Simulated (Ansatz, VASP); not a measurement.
## Sr in VASP and in Ansatz

```
Sr
1.0
     4.26962    0.00000    0.00000
    -2.13481    3.69760    0.00000
     0.00000    0.00000    6.99868
Sr
2
Direct
  0.36468 0.68961 0.25000
  0.66667 0.33333 0.75000
```

Alike in both runs: task single point; functional PBE; k mesh 11 × 11 × 6; occupations fermi-dirac, width 0.08 eV; no spin polarisation.

|  | VASP | Ansatz |
| --- | --- | --- |
| version | VASP 6.6.1 | Ansatz 0.2.0 |
| potentials or method | VASP PAW PBE potentials, release 64 (Sr_sv), cutoff 520 eV | all-electron LAPW, scalar-relativistic |

```tsv
	VASP	Ansatz	Ansatz less VASP
pressure (GPa)	0.0	0.0	0.00
traceless stress, the component that is largest in VASP (GPa)	-0.12	-0.12	0.000
rms of the force components (eV/Å)	0.019	0.019	0.0000
```

Atom by atom the forces differ by 0.000 eV/Å (rms over components). Ansatz ran all-electron here, and VASP with PAW potentials.
